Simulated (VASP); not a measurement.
Set up this calculation in VASP 6.6.1, as the native input.

```
Task                   : single point
Functional             : PBEsol
Potentials or basis    : VASP PAW PBE potentials, release 64 (Hf_pv, Si)
Cutoff                 : 500 eV
k mesh                 : 15 × 15 × 15
Occupations            : fermi-dirac, width 0.1 eV
Spin                   : no spin polarisation
Dipole correction      : no
Further INCAR settings : ALGO = Normal; EDIFF = 1e-06; NBANDS = 14
```

The structure of HfSi (CsCl type) lies in POSCAR:

```
HfSi
1.0
    2.7283322625      0.0000000000      0.0000000000
    0.0000000000      2.7283322625      0.0000000000
    0.0000000000      0.0000000000      2.7283322625
Hf Si
1 1
Direct
    0.0000000000      0.0000000000      0.0000000000
    0.5000000000      0.5000000000      0.5000000000
```

The input as run:

INCAR

```
PREC = Accurate ; ENCUT = 500
EDIFF = 1E-6 ; ISMEAR = -1
SIGMA = 0.1 ; LREAL = F
LASPH = T ; NELM = 120
ALGO = Normal ; ISIF = 2
LWAVE = F ; LCHARG = F
GGA = PS ; NBANDS = 14
GGA_COMPAT = F
```

KPOINTS

```
regular mesh
0
Gamma
  15 15 15
```

Potentials or basis: VASP PAW PBE potentials, release 64 (Hf_pv, Si).

The run is started by

```sh
$ cat potpaw_PBE.64/Hf_pv/POTCAR potpaw_PBE.64/Si/POTCAR > POTCAR
$ mpirun -np 1 vasp_std > vasp.out
```

Results of the run:

```json
{"Pressure": "194.9 GPa", "Band gap on the k mesh": "zero (band 7 reaches 17.82 eV, above the bottom of band 8 at 12.16 eV)"}
```

Caveat: the PAW data sets were made with another functional, which shifts forces and pressure a little; spin-orbit coupling is left out, which moves the levels of the heavy elements.

Wall time 25 s on 1 thread of Intel(R) Xeon(R) Platinum 8488C (Sapphire Rapids), on a shared host, peak memory 0.15 GiB.
